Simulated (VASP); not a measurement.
Input of a VASP 6.6.1 run:

File INCAR:

```
PREC     = Accurate       # precision mode
ENCUT    = 520            # plane-wave cutoff, eV
EDIFF    = 1E-6           # SCF threshold, eV
ISMEAR   = 0              # smearing method
SIGMA    = 0.01           # smearing width, eV
LREAL    = False          # projectors in reciprocal space
LASPH    = True           # aspherical terms in the spheres
NELM     = 60             # most SCF steps
ALGO     = Normal         # electronic algorithm
ISIF     = 2              # what is computed and relaxed
LWAVE    = False          # write WAVECAR
LCHARG   = False          # write CHGCAR
GGA      = RE             # functional
IVDW     = 12             # dispersion correction
NBANDS   = 11             # bands
```

The input KPOINTS:

```
Automatic mesh
0
Gamma
  8 8 8
```

The input POSCAR:

```
C
1.0
    0.0000000000      1.7771195734      1.7771195734
    1.7771195734      0.0000000000      1.7771195734
    1.7771195734      1.7771195734      0.0000000000
C
2
Direct
    0.0000000000      0.0000000000      0.0000000000
    0.2500000000      0.2500000000      0.2500000000
```

Potentials or basis: VASP PAW PBE potentials, release 64 (C).

Command:

```sh
$ cat potpaw_PBE.64/C/POTCAR > POTCAR
$ mpirun -np 1 vasp_std > vasp.out
```

Q: Predict the dispersion energy per atom.

A: -0.400 eV.

Q: Estimate the pressure.

A: 0.6 GPa.

Caveat: the PAW data sets were made with another functional, which shifts forces and pressure a little.
